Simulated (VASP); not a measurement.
# MoS2 in VASP: settings compared, part 2 of 2

VASP 6.6.1. Earlier steps stand in the parts before.

### Step 4. Single point, PBE

INCAR reads:

```
SYSTEM = MoS2
  ALGO = Normal
  DIPOL = 0.5 0.5 0.500
  EDIFF = 1E-7
  ENCUT = 520
  GGA = PE
  IDIPOL = 3
  ISIF = 2
  ISMEAR = 0
  LASPH = .True.
  LCHARG = .True.
  LDIPOL = .True.
  LELF = .True.
  LREAL = .False.
  LVACPOTAV = .True.
  LVHAR = .True.
  LWAVE = .False.
  NBANDS = 20
  NELM = 60
  PREC = Accurate
  SIGMA = 0.02
```

KPOINTS reads:

```
k-points
0
Gamma
  12 12 1
  0 0 0
```

POSCAR reads:

```
MoS2
1.0
    3.1542346165      0.0000000000      0.0000000000
   -1.5771173083      2.7316473074      0.0000000000
    0.0000000000      0.0000000000     32.2630186430
S Mo
2 1
Direct
    0.3333333333      0.6666666667      0.4514239391
    0.3333333333      0.6666666667      0.5485760609
    0.6666666667      0.3333333333      0.5000000000
```

Potentials or basis: VASP PAW PBE potentials, release 64 (S, Mo_sv).

The run is started by

```console
> cat potpaw_PBE.64/S/POTCAR potpaw_PBE.64/Mo_sv/POTCAR > POTCAR
> mpirun -np 1 vasp_std > vasp.out
```

OUTCAR:

```text
SYSTEM = MoS2
   EDIFF = 1E-7
   ENCUT = 520
   GGA = PE
   ISIF = 2
   ISMEAR = 0
   LASPH = .True.
   LREAL = .False.
   NELM = 60
   PREC = Accurate

 ion  position               nearest neighbor table
   1  0.333  0.667  0.451-   3 2.40   3 2.40   3 2.40
   2  0.333  0.667  0.549-   3 2.40   3 2.40   3 2.40
   3  0.667  0.333  0.500-   1 2.40   2 2.40   1 2.40   2 2.40   1 2.40   2 2.40

  LATTYP: Found a hexagonal cell.
 ALAT       =     3.1542346165
 C/A-ratio  =    10.2284777658

  Lattice vectors:

 A1 = (   3.1542346165,   0.0000000000,   0.0000000000)
 A2 = (  -1.5771173083,   2.7316473074,   0.0000000000)
 A3 = (   0.0000000000,   0.0000000000,  32.2630186430)

Analysis of symmetry for initial positions (statically):
=====================================================================
 Subroutine PRICEL returns:
 Original cell was already a primitive cell.

 Routine SETGRP: Setting up the symmetry group for a
 hexagonal supercell.

 Subroutine GETGRP returns: Found 12 space group operations
 (whereof 12 operations were pure point group operations)
 out of a pool of 24 trial point group operations.

The static configuration has the point symmetry D_3h.

Analysis of symmetry for dynamics (positions and initial velocities):
=====================================================================
 Subroutine PRICEL returns:
 Original cell was already a primitive cell.

 Routine SETGRP: Setting up the symmetry group for a
 hexagonal supercell.

 Subroutine GETGRP returns: Found 12 space group operations
 (whereof 12 operations were pure point group operations)
 out of a pool of 24 trial point group operations.

The dynamic configuration has the point symmetry D_3h.

 Subroutine INISYM returns: Found 12 space group operations
 (whereof 12 operations are pure point group operations),
 and found     1 'primitive' translations

[... 115 lines left out ...]
   GGA     = PE    functional components
   LHFCALC =     F    Hartree Fock is set to
   AEXX    =    0.0000 exact exchange contribution
   IVDW    =     0    specifies the selected vdW correction
   LEPSILON=     F    determine dielectric tensor
   LRPA    =     F    only Hartree local field effects (RPA)
 non-spin polarized calculation
 Gauss-broadening in eV      SIGMA  =   0.02
  energy-cutoff  :      520.00
  volume of cell :      277.99
 maximum number of plane-waves:      7522
 NGX is ok and might be reduce to    24
   NGX = 11   NGY = 11   NGZ =119

 dipolmoment           0.000000      0.000000      0.000000 electrons x Angstroem

 number of electron      26.0000001 magnetization

 dipolmoment           0.000000      0.000000     -0.000000 electrons x Angstroem

 Free energy of the ion-electron system (eV)
  ---------------------------------------------------
  ext. energy  EPLUGINS =         0.00000000
  ---------------------------------------------------
  free energy    TOTEN  =       -21.84381674 eV

  energy without entropy =      -21.84381674  energy(sigma->0) =      -21.84381674

 E-fermi :  -3.3230     XC(G=0):  -2.4124

 val. band max:       -3.4427486588   @ k =   0.3333   0.3333   0.0000
 cond. band min:      -1.6626792004   @ k =   0.3333   0.3333   0.0000
 fundamental gap:      1.7800694584
 Fermi energy:        -3.3230081999

 k-point     1 :       0.0000    0.0000    0.0000
  band No.  band energies     occupation
      1     -64.2777      2.00000
      2     -38.4373      2.00000
      3     -38.1994      2.00000
      4     -38.1994      2.00000
      5     -17.6035      2.00000
      6     -16.3007      2.00000
[... 426 lines left out ...]
     19       4.1842      0.00000
     20       6.2037      0.00000

------------------------ aborting loop because EDIFF is reached ----------------------------------------

 vacuum level on the upper side and lower side of the slab       (xc-potential included)        -0.136        -0.136

  FORCE on cell =-STRESS in cart. coord.  units (eV):
  Direction    XX          YY          ZZ          XY          YZ          ZX
  --------------------------------------------------------------------------------------
  -------------------------------------------------------------------------------------
  Total        0.9554691      0.9554691      0.2739285     -0.0000000      0.0000000      0.0000000
  in kB        5.5068548      5.5068548      1.5787893     -0.0000000      0.0000000      0.0000000
  external PRESSURE =       4.1974996 kB  Pullay stress =       0.0000000 kB

 VOLUME and BASIS-vectors are now :
 -----------------------------------------------------------------------------
  energy-cutoff  :      520.00
  volume of cell :      277.99
      direct lattice vectors                 reciprocal lattice vectors
     3.154234617  0.000000000  0.000000000     0.317034121  0.183039735  0.000000000
    -1.577117308  2.731647307  0.000000000     0.000000000  0.366079471  0.000000000
     0.000000000  0.000000000 32.263018643     0.000000000  0.000000000  0.030995240

 POSITION                                       TOTAL-FORCE (eV/Angst)
 -----------------------------------------------------------------------------------
     -0.00000      1.82110     14.56430        -0.000000     -0.000000     -0.095351
     -0.00000      1.82110     17.69872        -0.000000     -0.000000      0.095351
      1.57712      0.91055     16.13151         0.000000      0.000000      0.000000
 -----------------------------------------------------------------------------------
    total drift:                               -0.000000      0.000000      0.000000

  FREE ENERGIE OF THE ION-ELECTRON SYSTEM (eV)
  ---------------------------------------------------
  free  energy   TOTEN  =       -21.8438167427 eV

  energy  without entropy=      -21.8438167427  energy(sigma->0) =      -21.84381674

 vacuum level on the upper side and lower side of the slab         2.450         2.450
```

OSZICAR:

```text
N       E                     dE             d eps       ncg     rms          rms(c)
DAV:   1     0.149184798637E+03    0.14918E+03   -0.12537E+04  1064   0.959E+02
DAV:   2    -0.921288607233E+01   -0.15840E+03   -0.15255E+03  1052   0.206E+02
DAV:   3    -0.231398633504E+02   -0.13927E+02   -0.13858E+02  1060   0.552E+01
[... 16 lines left out ...]
DAV:  20    -0.218438131950E+02   -0.44591E-05   -0.10468E-07   712   0.898E-04    0.475E-04
DAV:  21    -0.218438157049E+02   -0.25099E-05   -0.62078E-08   728   0.530E-04    0.168E-04
DAV:  22    -0.218438163174E+02   -0.61250E-06   -0.83511E-09   668   0.210E-04    0.129E-04
DAV:  23    -0.218438166711E+02   -0.35366E-06   -0.58581E-09   660   0.181E-04    0.636E-05
DAV:  24    -0.218438167427E+02   -0.71623E-07    0.24267E-11   568   0.551E-05
   1 F= -.21843817E+02 E0= -.21843817E+02  d E =-.424696E-19
```

stdout:

```text
POSCAR found type information on POSCAR S Mo
 POSCAR found :  2 types and       3 ions
 scaLAPACK will be used
 LDA part: xc-table for (Slater+PW92), standard interpolation
 POSCAR, INCAR and KPOINTS ok, starting setup
 FFT: planning ... GRIDC
 FFT: planning ... GRID_SOFT
 FFT: planning ... GRID
 WAVECAR not read
 entering main loop
```

Wall time 2.2 min (1 thread of Intel Xeon Platinum 8488C (Sapphire Rapids), shared host); peak memory 0.4 GiB.

Results:

* Free energy: -21.8438 eV
* Largest force: 0.095 eV/Å
* Band gap on the k mesh: 1.78 eV, direct
* Ionisation potential of the upper face: 5.89 eV

Forces in eV/Å, atoms in the order of the input:
```
S    0.000  0.000 -0.095
S    0.000  0.000  0.095
Mo   0.000  0.000  0.000
```

### Step 5. The runs side by side

```csv
level,smearing,gap on the mesh (eV),largest force (eV/Å)
PBE+D3(BJ),gaussian 0.01 eV,1.78,0.01
PBE+D3(BJ),gaussian 0.02 eV,1.78,0.01
PBE,gaussian 0.02 eV,1.78,0.10
```

Alike in all rows: task single point; potentials or basis VASP PAW PBE potentials, release 64 (S, Mo_sv); no spin polarisation; cell as given; k mesh 12 × 12 × 1; cutoff (eV) 520.

On the cell as given the gap runs from 1.78 eV (PBE+D3(BJ)) to 1.78 eV (PBE+D3(BJ)).

Absolute energies hang on the potentials; compare differences alone.
